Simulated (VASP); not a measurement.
Here is a VASP 6.6.1 calculation.

Contents of INCAR:

```
SYSTEM = Bi
ALGO = Fast
EDIFF = 1E-6
ENCUT = 520
GGA = PS
ISIF = 2
ISMEAR = 0
LASPH = .TRUE.
LCHARG = .TRUE.
LELF = .TRUE.
LREAL = .FALSE.
LVHAR = .TRUE.
LWAVE = .FALSE.
NBANDS = 14
NELM = 60
PREC = Accurate
SIGMA = 0.1
```

File KPOINTS:

```
k-points
0
G
  16 16 16
  0 0 0
```

The input POSCAR:

```
Bi
1.0
   -1.9761981440      1.9761981440      1.9761981440
    1.9761981440     -1.9761981440      1.9761981440
    1.9761981440      1.9761981440     -1.9761981440
Bi
1
Direct
    0.0000000000      0.0000000000      0.0000000000
```

Potentials or basis: VASP PAW PBE potentials, release 64 (Bi_d).

The run is started by

```console
$ cat potpaw_PBE.64/Bi_d/POTCAR > POTCAR
$ mpirun -np 1 vasp_std > vasp.out
```

Q: Estimate the pressure.

A: -1.7 GPa.

Caveat: the PAW data sets were made with another functional, which shifts forces and pressure a little.
